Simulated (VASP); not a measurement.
Runs of VASP 6.6.1 on NaH. Symmetry: Pm-3m, No. 221, cubic system. Conventional cell: a = 2.932 Å, b = 2.932 Å, c = 2.932 Å, α = 90.00°, β = 90.00°, γ = 90.00°. Na (site symmetry m-3m) has 8 H at 2.54 Å and 6 Na at 2.93 Å within 3.4 Å. Within 3.4 Å of H (site symmetry m-3m) lie 8 Na at 2.54 Å and 6 H at 2.93 Å. 

| level | k mesh | grid for exact exchange (PRECFOCK) | share of exact exchange | gap on the mesh (eV) | pressure (GPa) |
| --- | --- | --- | --- | --- | --- |
| PBE0 | 6 × 6 × 6 | Normal | 0.25 | 2.61 | 0.3 |
| PBE | 6 × 6 × 6 | - | - | 1.03 | 0.8 |
| PBE | 8 × 8 × 8 | - | - | 1.03 | 0.8 |
| r2SCAN | 6 × 6 × 6 | - | - | 1.60 | -0.3 |
| HSE06 | 6 × 6 × 6 | Normal | 0.25 | (a) | 0.3 |

Alike in all rows: no spin polarisation; cell a = 2.932 Å, 2 atoms; smearing gaussian 0.01 eV.

Task: Estimate the missing entries.

Result: (a) 1.88.

Caveats: the structure was generated, so it needn't be the stable form of NaH; the PAW data sets were made with another functional, which shifts forces and pressure a little (at least some runs).

A k mesh can miss the band edges.
